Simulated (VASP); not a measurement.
# BaTiO3 (Amm2) in VASP: single point with PBE

Aim: the single point of BaTiO3 with PBE.

Program: VASP 6.6.1. These are calculated values, not measurements. Logs are shortened: lines on timing, memory, paths and dates and some standing lists are left out, and cuts for length are marked.

### Step 1. The cell of the first run

The structure is orthorhombic, space group Amm2 (No. 38). The conventional cell has a = 4.145 Å, b = 5.901 Å, c = 5.690 Å, α = 90.00°, β = 90.00°, γ = 90.00°. Ba (site symmetry mm2) has 12 O at 2.77 to 2.95 Å and 8 Ti at 3.46 to 3.61 Å within 3.7 Å. Within 2.6 Å of Ti (site symmetry mm2) lie 6 O at 1.97 to 2.13 Å. Within 2.6 Å of O (site symmetry m) lie 2 Ti at 1.97 to 2.13 Å. Within 3.0 Å of O (site symmetry mm2) lie 2 Ti at 2.08 Å and 4 Ba at 2.77 to 2.95 Å and 8 O at 2.90 to 2.93 Å.

### Step 2. Single point, PBE

Input file INCAR:

```
ALGO = Normal
EDIFF = 1E-7
ENCUT = 520
GGA = PE
ISIF = 2
ISMEAR = -1
LASPH = True
LCHARG = False
LREAL = False
LWAVE = False
NBANDS = 28
NELM = 80
PREC = Accurate
SIGMA = 0.05
```

Input file KPOINTS:

```
k-points
0
Gamma
  6 6 6
```

Input file POSCAR:

```
BaTiO3
1.0
    4.1449200000      0.0000000000      0.0000000000
    0.0000000000      2.9503760000      2.8451500000
    0.0000000000     -2.9503760000      2.8451500000
Ba Ti O
1 1 3
Direct
    0.0000000000      0.0000000000      0.0000000000
    0.5000000000      0.5124000000      0.5124000000
    0.5000000000      0.9918400000      0.5052400000
    0.5000000000      0.5052400000      0.9918400000
    0.0000000000      0.4874000000      0.4874000000
```

Potentials or basis: VASP PAW PBE potentials, release 64 (Ba_sv, Ti_sv, O).

On the command line:

```
cat potpaw_PBE.64/Ba_sv/POTCAR potpaw_PBE.64/Ti_sv/POTCAR potpaw_PBE.64/O/POTCAR > POTCAR
mpirun -np 1 vasp_std > vasp.out
```

OUTCAR:

```text
EDIFF = 1E-7
   ENCUT = 520
   GGA = PE
   ISIF = 2
   ISMEAR = -1
   LASPH = True
   LREAL = False
   NELM = 80
   PREC = Accurate

 ion  position               nearest neighbor table
   1  0.000  0.000  0.000-   5 2.77   4 2.90   3 2.90   3 2.90   4 2.90   5 2.92   4 2.93   3 2.93
                             4 2.93   3 2.93   5 2.95   5 2.95   2 3.46   2 3.46   2 3.58   2 3.58
   2  0.500  0.512  0.512-   3 1.97   4 1.97   5 2.08   5 2.08   3 2.13   4 2.13   1 3.46   1 3.46
                             1 3.58   1 3.58   1 3.61   1 3.61   1 3.61   1 3.61
   3  0.500  0.992  0.505-   2 1.97   2 2.13   1 2.90   1 2.90   1 2.93   1 2.93
   4  0.500  0.505  0.992-   2 1.97   2 2.13   1 2.90   1 2.90   1 2.93   1 2.93
   5  0.000  0.487  0.487-   2 2.08   2 2.08   1 2.77   1 2.92   1 2.95   1 2.95

  LATTYP: Found a base centered orthorhombic cell.
 ALAT       =     5.6903000000
 B/A-ratio  =     1.0369843418
 C/A-ratio  =     0.7284185368

  Lattice vectors:

 A1 = (   0.0000000000,   2.9503760000,   2.8451500000)
 A2 = (   0.0000000000,  -2.9503760000,   2.8451500000)
 A3 = (   4.1449200000,   0.0000000000,   0.0000000000)

Analysis of symmetry for initial positions (statically):
=====================================================================
 Subroutine PRICEL returns:
 Original cell was already a primitive cell.

 Routine SETGRP: Setting up the symmetry group for a
 base centered orthorhombic supercell.

 Subroutine GETGRP returns: Found  4 space group operations
 (whereof  4 operations were pure point group operations)
 out of a pool of  8 trial point group operations.

The static configuration has the point symmetry C_2v.

Analysis of symmetry for dynamics (positions and initial velocities):
=====================================================================
 Subroutine PRICEL returns:
 Original cell was already a primitive cell.

 Routine SETGRP: Setting up the symmetry group for a
 base centered orthorhombic supercell.

 Subroutine GETGRP returns: Found  4 space group operations
 (whereof  4 operations were pure point group operations)
 out of a pool of  8 trial point group operations.

The dynamic configuration has the point symmetry C_2v.

 Subroutine INISYM returns: Found  4 space group operations
 (whereof  4 operations are pure point group operations),
 and found     1 'primitive' translations

----------------------------------------------------------------------------------------

                                     Primitive cell

  volume of cell :      69.5871

  direct lattice vectors                    reciprocal lattice vectors
     4.144920000  0.000000000  0.000000000     0.241259180  0.000000000  0.000000000
     0.000000000  2.950376000  2.845150000     0.000000000  0.169469925  0.175737659
     0.000000000 -2.950376000  2.845150000     0.000000000 -0.169469925  0.175737659

  length of vectors
     4.144920000  4.098731153  4.098731153     0.241259180  0.244138854  0.244138854

  position of ions in fractional coordinates (direct lattice)
     0.000000000  0.000000000  0.000000000
     0.500000000  0.512400000  0.512400000
     0.500000000  0.991840000  0.505240000
     0.500000000  0.505240000  0.991840000
     0.000000000  0.487400000  0.487400000

  ion indices of the primitive-cell ions
   primitive index   ion index
                 1           1
                 2           2
                 3           3
                 4           4
                 5           5

----------------------------------------------------------------------------------------

 KPOINTS: k-points

Automatic generation of k-mesh.
 Grid dimensions read from file:
 generate k-points for:    6    6    6

 Generating k-lattice:

  Cartesian coordinates                     Fractional coordinates (reciprocal lattice)
     0.040209863  0.000000000  0.000000000     0.166666667  0.000000000  0.000000000
     0.000000000  0.028244988  0.029289610     0.000000000  0.166666667  0.000000000
     0.000000000 -0.028244988  0.029289610     0.000000000  0.000000000  0.166666667

  Length of vectors
     0.040209863  0.040689809  0.040689809

  Shift w.r.t. Gamma in fractional coordinates (k-lattice)
     0.000000000  0.000000000  0.000000000

 Subroutine IBZKPT returns following result:
 ===========================================

 Found     52 irreducible k-points:

 Following reciprocal coordinates:
            Coordinates               Weight
  0.000000  0.000000  0.000000      1.000000
  0.166667  0.000000  0.000000      2.000000
  0.333333  0.000000  0.000000      2.000000
  0.500000  0.000000  0.000000      1.000000
  0.000000  0.166667  0.000000      4.000000
  0.166667  0.166667  0.000000      8.000000
[... 16 lines left out ...]
  0.333333  0.333333  0.166667      8.000000
  0.500000  0.333333  0.166667      4.000000
 [... further k-points ...]
   k-points           NKPTS =     52   k-points in BZ     NKDIM =     52   number of bands    NBANDS=     28
   number of dos      NEDOS =    301   number of ions     NIONS =      5
   total plane-waves  NPLWV =  28800
   dimension x,y,z NGX =    32 NGY =   30 NGZ =   30
   dimension x,y,z NGXF=    64 NGYF=   60 NGZF=   60
   ions per type =               1   1   3
   NGX,Y,Z   is equivalent  to a cutoff of  12.83, 12.17, 12.17 a.u.
   NGXF,Y,Z  is equivalent  to a cutoff of  25.67, 24.34, 24.34 a.u.
 SYSTEM =  unknown system
   PREC   = accura    normal or accurate (medium, high low for compatibility)
   ISTART =      0    job   : 0-new  1-cont  2-samecut
   ICHARG =      2    charge: 1-file 2-atom 10-const
   ISPIN  =      1    spin polarized calculation?
   LNONCOLLINEAR =      F non collinear calculations
   LSORBIT =      F    spin-orbit coupling
   LASPH  =      T    aspherical Exc in radial PAW
   ENCUT  =  520.0 eV  38.22 Ry    6.18 a.u.   7.71  7.62  7.62*2*pi/ulx,y,z
   NELM   =     80;   NELMIN=  2; NELMDL= -5     # of ELM steps
   EDIFF  = 0.1E-06   stopping-criterion for ELM
   LREAL  =      F    real-space projection
   EDIFFG = 0.1E-05   stopping-criterion for IOM
   NSW    =      0    number of steps for IOM
   IBRION =     -1    ionic relax: 0-MD 1-quasi-New 2-CG
   NFREE  =      0    steps in history (QN), initial steepest desc. (CG)
   ISIF   =      2    stress and relaxation
   ISYM   =      2    0-nonsym 1-usesym 2-fastsym
   POTIM  = 0.5000    time-step for ionic-motion
   TEBEG  =    0.0;   TEEND  =   0.0 temperature during run
   PSTRESS=    0.0 pullay stress
   NELECT =      40.0000    total number of electrons
   NUPDOWN=      -1.0000    fix difference up-down
   EMIN   =  10.00;   EMAX   =-10.00  energy-range for DOS
   EFERMI =   0.00;   METHOD = LEGACY
   ISMEAR =    -1;   SIGMA  =   0.05  broadening in eV -4-tet -1-fermi 0-gaus
   EFERMI_NEDOS =   21; number of points for ismear=-14 and -15
   IALGO  =     38    algorithm
   IMIX   =      4    mixing-type and parameters
     AMIX     =   0.40;   BMIX     =  1.00
     AMIX_MAG =   1.60;   BMIX_MAG =  1.00
  volume/ion in A,a.u.               =      13.92        93.92
  Fermi-wavevector in a.u.,A,eV,Ry     =   1.361190  2.572275 25.209377  1.852837
  Thomas-Fermi vector in A             =   2.487787
   LORBIT       =      0    0 simple, 1 ext, 2 COOP (PROOUT), +10 PAW based schemes
   GGA     = PE    functional components
   LHFCALC =     F    Hartree Fock is set to
   AEXX    =    0.0000 exact exchange contribution
   IVDW    =     0    specifies the selected vdW correction
   LEPSILON=     F    determine dielectric tensor
   LRPA    =     F    only Hartree local field effects (RPA)
 non-spin polarized calculation
  energy-cutoff  :      520.00
  volume of cell :       69.59
 maximum number of plane-waves:      1894
 NGX is ok and might be reduce to    32
   NGX = 15   NGY = 15   NGZ = 15

 number of electron      40.0000011 magnetization

 Free energy of the ion-electron system (eV)
  ---------------------------------------------------
  ext. energy  EPLUGINS =         0.00000000
  ---------------------------------------------------
  free energy    TOTEN  =       -39.86879217 eV

  energy without entropy =      -39.86879217  energy(sigma->0) =      -39.86879217

 E-fermi :   4.1043     XC(G=0): -10.8285

 val. band max:        3.2391837560   @ k =   0.5000   0.5000   0.5000
 cond. band min:       4.9576426041   @ k =   0.0000   0.0000   0.0000
 fundamental gap:      1.7184588481
 Fermi energy:         4.1042586241

 k-point     1 :       0.0000    0.0000    0.0000
  band No.  band energies     occupation
      1     -53.6676      2.00000
      2     -29.8707      2.00000
      3     -29.8427      2.00000
      4     -29.8362      2.00000
      5     -21.8099      2.00000
      6     -13.4796      2.00000
[... 20 lines left out ...]
     27       8.2343      0.00000
     28       9.7247      0.00000

 k-point     2 :       0.1667    0.0000    0.0000
  band No.  band energies     occupation
      1     -53.6675      2.00000
      2     -29.8704      2.00000
      3     -29.8504      2.00000
      4     -29.8359      2.00000
      5     -21.7922      2.00000
      6     -13.4984      2.00000
[... 20 lines left out ...]
     27       8.6862      0.00000
     28      10.3344      0.00000

 k-point     3 :       0.3333    0.0000    0.0000
  band No.  band energies     occupation
      1     -53.6672      2.00000
      2     -29.8698      2.00000
      3     -29.8658      2.00000
      4     -29.8354      2.00000
      5     -21.7563      2.00000
      6     -13.5754      2.00000
[... 20 lines left out ...]
     27       9.7010      0.00000
     28      11.2266      0.00000

 k-point     4 :       0.5000    0.0000    0.0000
  band No.  band energies     occupation
      1     -53.6671      2.00000
      2     -29.8735      2.00000
      3     -29.8695      2.00000
      4     -29.8351      2.00000
      5     -21.7382      2.00000
      6     -13.6269      2.00000
[... 578 lines left out ...]
     27      10.3867      0.00000
     28      11.1238      0.00000

 k-point    23 :       0.3333    0.3333    0.1667
  band No.  band energies     occupation
      1     -53.6666      2.00000
      2     -29.8888      2.00000
      3     -29.8640      2.00000
      4     -29.8507      2.00000
      5     -21.6973      2.00000
      6     -13.2200      2.00000
[... 20 lines left out ...]
     27      10.9081      0.00000
     28      11.0629      0.00000

 k-point    24 :       0.5000    0.3333    0.1667
  band No.  band energies     occupation
      1     -53.6664      2.00000
      2     -29.8883      2.00000
      3     -29.8715      2.00000
      4     -29.8504      2.00000
      5     -21.6843      2.00000
      6     -13.1655      2.00000
[... 20 lines left out ...]
     27      10.8960      0.00000
     28      11.3675      0.00000

 [... further k-points ...]
[... 5 lines left out ...]
  --------------------------------------------------------------------------------------
  -------------------------------------------------------------------------------------
  Total       -3.9672407     -4.6271958     -1.2376454      0.0000000      0.0000000      0.0000000
  in kB      -91.3419866   -106.5368311    -28.4956215      0.0000000      0.0000000      0.0000000
  external PRESSURE =     -75.4581464 kB  Pullay stress =       0.0000000 kB

 VOLUME and BASIS-vectors are now :
 -----------------------------------------------------------------------------
  energy-cutoff  :      520.00
  volume of cell :       69.59
      direct lattice vectors                 reciprocal lattice vectors
     4.144920000  0.000000000  0.000000000     0.241259180  0.000000000  0.000000000
     0.000000000  2.950376000  2.845150000     0.000000000  0.169469925  0.175737659
     0.000000000 -2.950376000  2.845150000     0.000000000 -0.169469925  0.175737659

 POSITION                                       TOTAL-FORCE (eV/Angst)
 -----------------------------------------------------------------------------------
      0.00000      0.00000      0.00000         0.000000     -0.000000      0.109681
      2.07246      0.00000      2.91571         0.000000     -0.000000      0.415041
      2.07246      1.43565      4.25942         0.000000     -0.240270     -0.403656
      2.07246     -1.43565      4.25942         0.000000      0.240270     -0.403656
      0.00000      0.00000      2.77345         0.000000     -0.000000      0.282590
 -----------------------------------------------------------------------------------
    total drift:                                0.000000     -0.000003      0.000647

  FREE ENERGIE OF THE ION-ELECTRON SYSTEM (eV)
  ---------------------------------------------------
  free  energy   TOTEN  =       -39.8687921717 eV

  energy  without entropy=      -39.8687921681  energy(sigma->0) =      -39.86879217
```

Wall time 2.7 min (1 thread of Intel Xeon 8259CL, shared host); peak memory 0.25 GiB.

What came out:

* Free energy: -39.8688 eV
* Pressure: -7.5 GPa
* Largest force: 0.470 eV/Å
* Band gap on the k mesh: 1.72 eV (least direct gap 1.94 eV)

Forces in eV/Å, atoms in the order of the input:
```
Ba   0.000  0.000  0.110
Ti   0.000  0.000  0.415
O    0.000 -0.240 -0.404
O    0.000  0.240 -0.404
O    0.000  0.000  0.283
```

Levels at points of the mesh, in eV from the valence-band top:
| k point | band 18 | band 19 | band 20 | band 21 | band 22 | band 23 |
| --- | --- | --- | --- | --- | --- | --- |
| (0.00, 0.00, 0.00) | -0.41 | -0.36 | -0.22 | 1.72 | 1.75 | 1.77 |
| (0.50, 0.00, 0.00) | -1.48 | -0.93 | -0.66 | 1.86 | 2.99 | 3.12 |
| (0.00, 0.50, 0.00) | -1.60 | -0.81 | -0.76 | 1.86 | 3.18 | 3.19 |
| (0.50, 0.50, 0.00) | -0.98 | -0.97 | -0.11 | 3.06 | 3.18 | 3.49 |
| (0.00, 0.50, 0.50) | -0.86 | -0.80 | -0.09 | 3.18 | 3.22 | 3.57 |
| (0.50, 0.50, 0.50) | -0.06 | -0.02 | 0.00 | 3.61 | 3.73 | 3.76 |

Caveat: the stress differs along the axes, from -11 to -3 GPa; spin-orbit coupling is left out, which moves the levels of the heavy elements.
